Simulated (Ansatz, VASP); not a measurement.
# One calculation of ZnO, two programs

File INCAR:

```
ALGO = Normal ; EDIFF = 1E-7
ENCUT = 520 ; GGA = PE
ISIF = 2 ; ISMEAR = -1
IVDW = 12 ; LASPH = True
LCHARG = False ; LREAL = False
LWAVE = False ; NBANDS = 26
NELM = 60 ; PREC = Accurate
SIGMA = 0.05
```

Contents of KPOINTS:

```
k-points
0
Gamma
  9 9 5
```

POSCAR

```
ZnO
1.0
    3.3130361008      0.0000000000      0.0000000000
   -1.6565180504      2.8691734269      0.0000000000
    0.0000000000      0.0000000000      5.3078076462
Zn O
2 2
Direct
    0.6666666667      0.3333333333      0.0000000000
    0.3333333333      0.6666666667      0.5000000000
    0.3333333333      0.6666666667      0.8790100000
    0.6666666667      0.3333333333      0.3790100000
```

The input input.yaml:

```yaml
crystal:
  lattice:
    - [3.3130361008, 0.0, 0.0]
    - [-1.6565180504, 2.8691734269, 0.0]
    - [0.0, 0.0, 5.3078076462]
  atoms:
    - { symbol: Zn, position: [0.6666666667, 0.3333333333, 0.0] }
    - { symbol: Zn, position: [0.3333333333, 0.6666666667, 0.5] }
    - { symbol: O, position: [0.3333333333, 0.6666666667, 0.87901] }
    - { symbol: O, position: [0.6666666667, 0.3333333333, 0.37901] }
hamiltonian:
  xc: pbe
  pseudopotentials: { kind: paw }
  dispersion: d3bj
kpoints:
  mp_grid: { grid: [9, 9, 5] }
scf:
  occupations: { method: fermi_dirac, width: 0.05 }
output:
  forces: true
  stress: true
  eigenvalues: true
```

Alike in both runs: task single point; functional PBE; dispersion D3(BJ); k mesh 9 × 9 × 5; occupations fermi-dirac, width 0.05 eV; no spin polarisation.

```csv
,VASP,Ansatz
version,VASP 6.6.1,Ansatz 0.2.0
potentials or method,"VASP PAW PBE potentials, release 64 (Zn, O)",Ansatz PAW
plane-wave cutoff (eV),520,420
valence electrons in the cell,36,36
```

VASP gave:

```
gap on the k mesh at the Fermi level (eV)                     : 0.70
least direct gap on the mesh (eV)                             : 0.70
pressure (GPa)                                                : -4.8
traceless stress, the component that is largest in VASP (GPa) : 1.02
rms of the force components (eV/Å)                            : 0.030
```

Question: Estimate Ansatz's values.

Answer: gap on the k mesh at the Fermi level (eV): 0.72; least direct gap on the mesh (eV): 0.72; pressure (GPa): -5.6; traceless stress, the component that is largest in VASP (GPa): 0.98; rms of the force components (eV/Å): 0.028.

Atom by atom the forces differ by 0.002 eV/Å (rms over components).

Noted on Ansatz's run: odd divisions of the mesh miss points on the zone boundary, where band edges often lie, so the gap on the mesh can be too wide.
